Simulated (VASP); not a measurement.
# HfB2: single point with r2SCAN

The system is HfB2.

```
CELL_PARAMETERS angstrom
3.14000 0.00000 0.00000
-1.57000 2.71932 0.00000
0.00000 0.00000 3.48000
ATOMIC_POSITIONS crystal
Hf 0.00000 0.00000 0.00000
B 0.66667 0.33333 0.50000
B 0.33333 0.66667 0.50000
```

```json
{"Program": "VASP 6.6.1", "Task": "single point", "Functional": "r2SCAN", "Potentials or basis": "VASP PAW PBE potentials, release 64 (Hf_pv, B)", "Cutoff": "550 eV", "k mesh": "10 × 10 × 8", "Occupations": "fermi-dirac, width 0.05 eV", "Spin": "no spin polarisation"}
```

| Item | Value |
| --- | --- |
| Pressure | -1.3 GPa |
| Band gap on the k mesh | zero (bands 8 and 9 overlap by 0.87 eV) |

Stress tensor (GPa, compression positive):
```
-1.70  0.00  0.00
 0.00 -1.70  0.00
 0.00  0.00 -0.46
```

Levels at points of the mesh, in eV from the Fermi level:
| k point | band 5 | band 6 | band 7 | band 8 | band 9 | band 10 | band 11 | band 12 |
| --- | --- | --- | --- | --- | --- | --- | --- | --- |
| (0.00, 0.00, 0.00) | -3.03 | -2.99 | -2.97 | -2.97 | 4.32 | 4.32 | 5.02 | 5.02 |
| (0.50, 0.00, 0.00) | -9.73 | -4.28 | -3.60 | -2.90 | 2.25 | 2.95 | 5.94 | 6.04 |
| (0.00, 0.00, 0.50) | -8.77 | -1.19 | -1.19 | 0.43 | 0.43 | 1.16 | 1.16 | 2.49 |
| (0.50, 0.00, 0.50) | -8.02 | -5.17 | -4.89 | -2.95 | 4.20 | 4.51 | 6.56 | 7.56 |

Wall time 96 s on 1 thread of Intel(R) Xeon(R) Platinum 8375C CPU @ 2.90GHz (Ice Lake), with other jobs on the host, peak memory 0.17 GiB.

Caveat: the PAW data sets were made with another functional, which shifts forces and pressure a little; spin-orbit coupling is left out, which moves the levels of the heavy elements.
